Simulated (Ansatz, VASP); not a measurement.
# One calculation of SnO2, two programs

```
Sn O
1.0
     1.61709    0.93363    4.80059
    -1.61709    0.93363    4.80059
     0.00000   -1.86726    4.80059
Sn O
1 2
Cartesian
  0.0000 0.0000 7.2009
  0.0000 0.0000 3.4157
  0.0000 0.0000 10.9861
```

Alike in both runs: task single point; functional PBEsol; k mesh 6 × 6 × 6; no spin polarisation.

|  | VASP | Ansatz |
| --- | --- | --- |
| version | VASP 6.6.1 | Ansatz 0.2.0 |
| potentials or method | VASP PAW PBE potentials, release 64 (Sn_d, O), cutoff 520 eV | plane waves, PAW |
| occupations | gaussian, width 0.01 eV | fixed |
| valence electrons in the cell | 26 | 26 |

```tsv
	VASP	Ansatz	Ansatz less VASP
pressure (GPa)	-4.6	-5.2	-0.55
traceless stress, the component that is largest in VASP (GPa)	1.01	1.40	+0.391
rms of the force components (eV/Å)	0.164	0.188	+0.0241
```

VASP's potentials were made for PBE, not for PBEsol. Atom by atom the forces differ by 0.024 eV/Å (rms over components).
